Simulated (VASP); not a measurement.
Runs of VASP 6.6.1 on CdSe. The structure is that of space group F-43m (No. 216), or close to it. The cells are those of the table. 

| level | cell | smearing | gap on the mesh (eV) | pressure (GPa) |
| --- | --- | --- | --- | --- |
| r2SCAN | a = 4.339, b = 4.339, c = 4.248 Å, angles 60.7, 60.7, 61.4°, 2 atoms | gaussian 0.01 eV | 0.92 | 0.2 |
| PBE | a = 4.305 Å, angles 60.0°, 2 atoms | fermi-dirac 0.02 eV | 0.60 | 3.0 |
| r2SCAN | a = 4.305 Å, angles 60.0°, 2 atoms | gaussian 0.01 eV | 1.08 | (b) |
| PBE | a = 4.339, b = 4.339, c = 4.248 Å, angles 60.7, 60.7, 61.4°, 2 atoms | fermi-dirac 0.02 eV | (a) | 1.7 |

Alike in all rows: task single point; potentials or basis VASP PAW PBE potentials, release 64 (Cd, Se); no spin polarisation; k mesh 8 × 8 × 8; cutoff (eV) 520.

Q: Estimate the missing entries.

A: (a) 0.45; (b) 1.5.

Caveats: the PAW data sets were made with another functional, which shifts forces and pressure a little (some runs).

A k mesh can miss the band edges, and the runs leave out spin-orbit coupling on Cd, Se.
